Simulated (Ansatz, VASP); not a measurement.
## One calculation of TaN, two programs

File INCAR:

```
SYSTEM = TaN
PREC     = Accurate       ! precision mode
ENCUT    = 700            ! plane-wave cutoff, eV
EDIFF    = 1E-6           ! SCF threshold, eV
ISMEAR   = 0              ! smearing method
SIGMA    = 0.05           ! smearing width, eV
LREAL    = .False.        ! projectors in reciprocal space
LASPH    = .True.         ! aspherical terms in the spheres
NELM     = 200            ! most SCF steps
ALGO     = Normal         ! electronic algorithm
ISIF     = 2              ! what is computed and relaxed
LWAVE    = .False.        ! write WAVECAR
LCHARG   = .True.         ! write CHGCAR
MAGMOM   = 0 0 0 0 0 0 0 0 0 0 0 0 ! initial moments
LORBIT   = 11             ! projections on sites
LSORBIT  = .True.         ! spin-orbit coupling
GGA_COMPAT= .False.      
LORBMOM  = .True.       
LMAXMIX  = 4              ! l up to which the mixer works
LDAU     = .True.         ! DFT+U
LDAUTYPE = 2            
LDAUL    = 2 -1           ! shell
LDAUU    = 5 0            ! U, eV
LDAUJ    = 0 0          
LDAUPRINT= 1            
GGA      = PS             ! functional
LVHAR    = .True.       
NBANDS   = 50             ! bands
```

Contents of KPOINTS:

```
Automatic mesh
0
Gamma
  7 7 4
  0 0 0
```

The input POSCAR:

```
TaN
1.0
    2.9380011100      0.0000000000      0.0000000000
   -1.4690005500      2.5443836000      0.0000000000
    0.0000000000      0.0000000000      5.7660044200
Ta N
2 2
Direct
    0.3333333333      0.6666666667      0.2500000000
    0.3333333333      0.6666666667      0.7500000000
    0.0000000000      0.0000000000      0.0000000000
    0.0000000000      0.0000000000      0.5000000000
```

Input for Ansatz:

```yaml
crystal:
  lattice:
    - [2.93800111, 0.0, 0.0]
    - [-1.46900055, 2.5443836, 0.0]
    - [0.0, 0.0, 5.76600442]
  atoms:
    - { symbol: Ta, position: [0.3333333333, 0.6666666667, 0.25], spin: 0.3, spin_axis: [0.57735, 0.57735, 0.57735] }
    - { symbol: "N", position: [0.0, 0.0, 0.0] }
    - { symbol: Ta, position: [0.3333333333, 0.6666666667, 0.75], spin: 0.3, spin_axis: [-0.57735, -0.57735, -0.57735] }
    - { symbol: "N", position: [0.0, 0.0, 0.5] }
basis:
  ecutwfc: 420
  ecutrho_ratio: 4
kpoints:
  mp_grid: { grid: [7, 7, 4] }
hamiltonian:
  xc: pbesol
  hubbard:
    sites:
      - { site: 0, l: d, u_eff: 5.0, starting_ns: [{ occupation_matrix: s0 }] }
      - { site: 2, l: d, u_eff: 5.0, starting_ns: [{ occupation_matrix: s2 }] }
    occupation_matrices:
      s0:
        spinor_matrix:
          - [[0.02, 0.0], [0.0, 0.0], [0.0, 0.0], [0.0, 0.0], [0.0, 0.0], [0.0, 0.0], [0.0, 0.0], [0.0, 0.0], [0.0, 0.0], [0.0, 0.0]]
          - [[0.0, 0.0], [0.02, 0.0], [0.0, 0.0], [0.0, 0.0], [0.0, 0.0], [0.0, 0.0], [0.0, 0.0], [0.0, 0.0], [0.0, 0.0], [0.0, 0.0]]
          - [[0.0, 0.0], [0.0, 0.0], [0.02, 0.0], [0.0, 0.0], [0.0, 0.0], [0.0, 0.0], [0.0, 0.0], [0.0, 0.0], [0.0, 0.0], [0.0, 0.0]]
          - [[0.0, 0.0], [0.0, 0.0], [0.0, 0.0], [0.97, 0.0], [0.0, 0.0], [0.0, 0.0], [0.0, 0.0], [0.0, 0.0], [0.0, 0.0], [0.0, 0.0]]
          - [[0.0, 0.0], [0.0, 0.0], [0.0, 0.0], [0.0, 0.0], [0.02, 0.0], [0.0, 0.0], [0.0, 0.0], [0.0, 0.0], [0.0, 0.0], [0.0, 0.0]]
          - [[0.0, 0.0], [0.0, 0.0], [0.0, 0.0], [0.0, 0.0], [0.0, 0.0], [0.02, 0.0], [0.0, 0.0], [0.0, 0.0], [0.0, 0.0], [0.0, 0.0]]
          - [[0.0, 0.0], [0.0, 0.0], [0.0, 0.0], [0.0, 0.0], [0.0, 0.0], [0.0, 0.0], [0.02, 0.0], [0.0, 0.0], [0.0, 0.0], [0.0, 0.0]]
          - [[0.0, 0.0], [0.0, 0.0], [0.0, 0.0], [0.0, 0.0], [0.0, 0.0], [0.0, 0.0], [0.0, 0.0], [0.02, 0.0], [0.0, 0.0], [0.0, 0.0]]
          - [[0.0, 0.0], [0.0, 0.0], [0.0, 0.0], [0.0, 0.0], [0.0, 0.0], [0.0, 0.0], [0.0, 0.0], [0.0, 0.0], [0.97, 0.0], [0.0, 0.0]]
          - [[0.0, 0.0], [0.0, 0.0], [0.0, 0.0], [0.0, 0.0], [0.0, 0.0], [0.0, 0.0], [0.0, 0.0], [0.0, 0.0], [0.0, 0.0], [0.02, 0.0]]
      s2:
        spinor_matrix:
          - [[0.22076, 0.0], [0.0, 0.0], [0.0, 0.0], [0.0, 0.0], [0.0, 0.0], [-0.27424, 0.27424], [0.0, 0.0], [0.0, 0.0], [0.0, 0.0], [0.0, 0.0]]
          - [[0.0, 0.0], [0.76924, 0.0], [0.0, 0.0], [0.0, 0.0], [0.0, 0.0], [0.0, 0.0], [0.27424, -0.27424], [0.0, 0.0], [0.0, 0.0], [0.0, 0.0]]
          - [[0.0, 0.0], [0.0, 0.0], [0.02, 0.0], [0.0, 0.0], [0.0, 0.0], [0.0, 0.0], [0.0, 0.0], [0.0, 0.0], [0.0, 0.0], [0.0, 0.0]]
          - [[0.0, 0.0], [0.0, 0.0], [0.0, 0.0], [0.02, 0.0], [0.0, 0.0], [0.0, 0.0], [0.0, 0.0], [0.0, 0.0], [0.0, 0.0], [0.0, 0.0]]
          - [[0.0, 0.0], [0.0, 0.0], [0.0, 0.0], [0.0, 0.0], [0.02, 0.0], [0.0, 0.0], [0.0, 0.0], [0.0, 0.0], [0.0, 0.0], [0.0, 0.0]]
          - [[-0.27424, -0.27424], [0.0, 0.0], [0.0, 0.0], [0.0, 0.0], [0.0, 0.0], [0.76924, 0.0], [0.0, 0.0], [0.0, 0.0], [0.0, 0.0], [0.0, 0.0]]
          - [[0.0, 0.0], [0.27424, 0.27424], [0.0, 0.0], [0.0, 0.0], [0.0, 0.0], [0.0, 0.0], [0.22076, 0.0], [0.0, 0.0], [0.0, 0.0], [0.0, 0.0]]
          - [[0.0, 0.0], [0.0, 0.0], [0.0, 0.0], [0.0, 0.0], [0.0, 0.0], [0.0, 0.0], [0.0, 0.0], [0.02, 0.0], [0.0, 0.0], [0.0, 0.0]]
          - [[0.0, 0.0], [0.0, 0.0], [0.0, 0.0], [0.0, 0.0], [0.0, 0.0], [0.0, 0.0], [0.0, 0.0], [0.0, 0.0], [0.02, 0.0], [0.0, 0.0]]
          - [[0.0, 0.0], [0.0, 0.0], [0.0, 0.0], [0.0, 0.0], [0.0, 0.0], [0.0, 0.0], [0.0, 0.0], [0.0, 0.0], [0.0, 0.0], [0.02, 0.0]]
    ns_hold: { iters: 12 }
scf:
  occupations: { method: gaussian, width: 0.05 }
  lower_state_search: "off"
  max_iter: 150
output:
  forces: true
  stress: true
  eigenvalues: true
  populations: true
  hubbard: { sites: [{ site: 0, l: d }, { site: 2, l: d }] }
magnetization:
  noncollinear: true
  spin_orbit: true
```

Alike in both runs: task single point; functional PBEsol; k mesh 7 × 7 × 4; occupations gaussian, width 0.05 eV; non-collinear spin, spin-orbit coupling; Hubbard terms Ta d U = 5.0 eV.

```csv
,VASP,Ansatz
version,VASP 6.6.1,Ansatz 0.2.0
potentials or method,"VASP PAW PBE potentials, release 64 (Ta_sv_GW, N), cutoff 700 eV","plane waves, PAW"
valence electrons in the cell,36,36
```

Ansatz gave:

```
pressure (GPa) : -0.1
```

Task: Estimate VASP's values.

Result: Pressure (GPa): 12.2.

VASP's potentials were made for PBE, not for PBEsol. The programs project onto different local orbitals, so the same U acts differently, and such runs can settle in different states. Ansatz's warnings: seeded moment not kept, specified occupation not kept, stress scf threshold loose, symmetry narrowed by occupation matrices.
